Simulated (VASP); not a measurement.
BeCd2Te3:

```
Be Cd Te
1.0
     9.67601    0.00000    0.00000
    -4.83800    8.37967    0.00000
     0.00000    0.00000    3.26561
Be Cd Te
1 2 3
Cartesian
  0.0000 0.0000 0.0000
  0.0000 5.5864 1.6328
  4.8380 2.7932 1.6328
  4.8380 0.0000 1.6328
  -2.4190 4.1898 1.6328
  2.4190 4.1898 1.6328
```

The cell was generated, and may not be a known phase.

| Quantity | Value |
| --- | --- |
| Program | VASP 6.6.1 |
| Task | relaxation of cell and atoms |
| Functional | PBE |
| Potentials or basis | VASP PAW PBE potentials, release 64 (Be, Cd, Te) |
| Cutoff | 600 eV |
| k mesh | 3 × 3 × 6 |
| Occupations | gaussian, width 0.1 eV |
| Spin | no spin polarisation |

At the start: pressure -0.0 GPa; volume 44.13 Å³/atom.

Task: How do energy, volume and symmetry change on relaxing?

Result: Over 11 steps the energy falls by 138.0 meV/atom and the volume is 45.06 Å³/atom (+2.1 %); space group P6/mmm (No. 191, to 0.1 Å) before and after.

The path:
```
step  energy change (eV)  largest force (eV/Å)  pressure (GPa)  volume (Å³)
   1              0.0000                0.0000           -0.02       264.78
   2             -0.4514                0.0000           -0.63       264.05
   3              0.4935                0.0000            6.55       255.26
   4             -0.6969                0.0000           -0.26       262.98
   5             -0.7972                0.0000            0.98       260.91
   6             -0.8074                0.0000            0.54       261.62
   7             -0.8094                0.0000            0.67       261.40
   8             -0.8273                0.0000           -0.05       270.23
   9             -0.8273                0.0000           -0.04       270.09
  10             -0.8277                0.0000            0.02       270.55
  11             -0.8280                0.0000            0.00       270.37
```

Final structure:
```
CELL_PARAMETERS angstrom
10.39207 0.00000 0.00000
-5.19604 8.99980 0.00000
0.00000 0.00000 2.89088
ATOMIC_POSITIONS crystal
Be 0.00000 0.00000 0.00000
Cd 0.33333 0.66667 0.50000
Cd 0.66667 0.33333 0.50000
Te 0.50000 0.00000 0.50000
Te 0.00000 0.50000 0.50000
Te 0.50000 0.50000 0.50000
```
